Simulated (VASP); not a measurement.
Here is a VASP 6.6.1 calculation.

The input INCAR:

```
SYSTEM = AgCl
PREC     = Accurate       ! precision mode
ENCUT    = 520            ! plane-wave cutoff, eV
EDIFF    = 1E-8           ! SCF threshold, eV
ISMEAR   = -1             ! smearing method
SIGMA    = 0.01           ! smearing width, eV
LREAL    = .False.        ! projectors in reciprocal space
LASPH    = .True.         ! aspherical terms in the spheres
NELM     = 60             ! most SCF steps
ALGO     = Normal         ! electronic algorithm
ISIF     = 2              ! what is computed and relaxed
LWAVE    = .False.        ! write WAVECAR
LCHARG   = .False.        ! write CHGCAR
GGA      = PS             ! functional
LEFG     = .True.       
NBANDS   = 16             ! bands
```

The input KPOINTS:

```
Automatic mesh
0
Gamma
  9 9 9
  0 0 0
```

The input POSCAR:

```
AgCl
1.0
    0.0000000000      2.7356704056      2.7356704056
    2.7356704056      0.0000000000      2.7356704056
    2.7356704056      2.7356704056      0.0000000000
Ag Cl
1 1
Direct
    0.5000000000      0.5000000000      0.5000000000
    0.0000000000      0.0000000000      0.0000000000
```

Potentials or basis: VASP PAW PBE potentials, release 64 (Ag, Cl).

Run with:

```sh
$ cat potpaw_PBE.64/Ag/POTCAR potpaw_PBE.64/Cl/POTCAR > POTCAR
$ mpirun -np 1 vasp_std > vasp.out
```

Question: Predict the pressure.

Answer: -0.8 GPa.

Question: Predict the band gap on the k mesh.

Answer: 0.77 eV, indirect (least direct gap 3.14 eV).

Caveat: without QUAD_EFG the Cq values of the log hold for a quadrupole moment of 1 mb, not for the nuclei; the PAW data sets were made with another functional, which shifts forces and pressure a little. A k mesh can miss the band edges.
